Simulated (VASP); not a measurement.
A run of VASP 6.6.1 is set up as follows.

INCAR

```
SYSTEM = P
PREC     = Accurate       ! precision mode
ENCUT    = 520            ! plane-wave cutoff, eV
EDIFF    = 1E-8           ! SCF threshold, eV
ISMEAR   = -1             ! smearing method
SIGMA    = 0.05           ! smearing width, eV
LREAL    = .FALSE.        ! projectors in reciprocal space
LASPH    = .TRUE.         ! aspherical terms in the spheres
NELM     = 100            ! most SCF steps
ALGO     = Normal         ! electronic algorithm
ISIF     = 2              ! what is computed and relaxed
LWAVE    = .FALSE.        ! write WAVECAR
LCHARG   = .FALSE.        ! write CHGCAR
GGA      = PE             ! functional
LEFG     = .TRUE.       
NBANDS   = 18             ! bands
```

The input KPOINTS:

```
Automatic mesh
0
G
  10 10 7
  0 0 0
```

POSCAR

```
P
1.0
    1.6477431241     -5.4650377251      0.0000000000
    1.6477431241      5.4650377251      0.0000000000
    0.0000000000      0.0000000000      4.5436355900
P
4
Direct
    0.4041431300      0.5958568700      0.9111848300
    0.5958568700      0.4041431300      0.0888151700
    0.0958568700      0.9041431300      0.4111848300
    0.9041431300      0.0958568700      0.5888151700
```

Potentials or basis: VASP PAW PBE potentials, release 64 (P).

Run with:

```bash
$ cat potpaw_PBE.64/P/POTCAR > POTCAR
$ mpirun -np 1 vasp_std > vasp.out
```

(1) What does it give for the band gap on the k mesh?

(2) Estimate the pressure.

(3) Predict the largest force.

## Answers

(1) 0.11 eV.

(2) 1.7 GPa.

(3) 0.288 eV/Å.

Caveat: semilocal functionals underestimate gaps, and a narrow one can read as zero; without QUAD_EFG the Cq values of the log hold for a quadrupole moment of 1 mb, not for the nuclei.
